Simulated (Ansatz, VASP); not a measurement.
As: VASP beside Ansatz

```
As
1.0
     1.95052    1.12613    3.39365
    -1.95052    1.12613    3.39365
     0.00000   -2.25227    3.39365
As
2
Direct
  0.22523 0.22523 0.22523
  0.77477 0.77477 0.77477
```

Alike in both runs: functional PBE; k mesh 3 × 3 × 3; no spin polarisation.

Ansatz relaxed the structure, and its values are those at the end. VASP's run is a single point on that final structure, the one shown.

```csv
,VASP,Ansatz
version,VASP 6.6.1,Ansatz 0.2.0
potentials or method,"VASP PAW PBE potentials, release 64 (As), cutoff 500 eV","scalar-relativistic, plane waves, PAW"
occupations,tetrahedron,tetrahedron-uncorrected
valence electrons in the cell,10,30
```

```tsv
	VASP	Ansatz	Ansatz less VASP
gap on the k mesh at the Fermi level (eV)	1.61	1.61	+0.002
least direct gap on the mesh (eV)	1.61	1.61	+0.002
pressure (GPa)	0.2	0.0	-0.22
rms of the force components (eV/Å)	0.019	0.000	-0.0190
```

VASP's potentials hold 10 valence electrons a cell and Ansatz's 30, so a difference there can come from the potentials and not from the codes. Ansatz's warnings: band table not solved further, forces under tetrahedra.

The k mesh is coarse, so the values compare programs but aren't converged.
